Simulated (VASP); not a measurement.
Write the native input for VASP 6.6.1 that does the following.

| Quantity | Value |
| --- | --- |
| Task | single point |
| Functional | PBEsol |
| Potentials or basis | VASP PAW PBE potentials, release 64 (Ni, O) |
| Cutoff | 520 eV |
| k mesh | 8 × 8 × 8 |
| Occupations | gaussian, width 0.05 eV |
| Spin | collinear spin, ferromagnetic start |
| Starting moments | [0.5, 0.0] μB |
| Fixed moment | 0.5 μB |
| Hubbard terms | Ni d U = 4.0 eV |
| Dipole correction | no |
| Further INCAR settings | ALGO = Normal; EDIFF = 1e-06; NBANDS = 19 |

The structure of NiO lies in POSCAR:

```
NiO
1.0
    0.0000000000      2.0913095100      2.0913095100
    2.0913095100      0.0000000000      2.0913095100
    2.0913095100      2.0913095100      0.0000000000
Ni O
1 1
Direct
    0.0000000000      0.0000000000      0.0000000000
    0.5000000000      0.5000000000      0.5000000000
```

The input as run:

INCAR

```
  ALGO = Normal
  EDIFF = 1E-6
  ENCUT = 520
  GGA = PS
  ISIF = 2
  ISMEAR = 0
  ISPIN = 2
  LASPH = T
  LCHARG = F
  LDAU = T
  LDAUJ = 0 0
  LDAUL = 2 -1
  LDAUPRINT = 1
  LDAUTYPE = 2
  LDAUU = 4 0
  LMAXMIX = 4
  LORBIT = 11
  LREAL = F
  LWAVE = F
  MAGMOM = 0.5 0
  NBANDS = 19
  NELM = 150
  NUPDOWN = 0.5
  PREC = Accurate
  SIGMA = 0.05
```

KPOINTS

```
k-points
0
Gamma
  8 8 8
```

Potentials or basis: VASP PAW PBE potentials, release 64 (Ni, O).

The run is started by

```sh
$ cat potpaw_PBE.64/Ni/POTCAR potpaw_PBE.64/O/POTCAR > POTCAR
$ mpirun -np 1 vasp_std > vasp.out
```

Results of the run:

```
Pressure                                              : -17.4 GPa
Net moment                                            : 0.50 μB per cell
Site moments                                          : Ni +0.54; O -0.04 μB
Valence electrons inside the program's atomic spheres : Ni 9.15; O 4.90
```

Caveat: the PAW data sets were made with another functional, which shifts forces and pressure a little; the total moment is fixed, so each spin has its own Fermi level; a cell with one magnetic atom can't hold antiferromagnetic order, which such compounds often take.

It took 9 s on 1 thread of Intel(R) Xeon(R) 6975P-C (Granite Rapids), with other jobs on the host, peak memory 0.15 GiB.
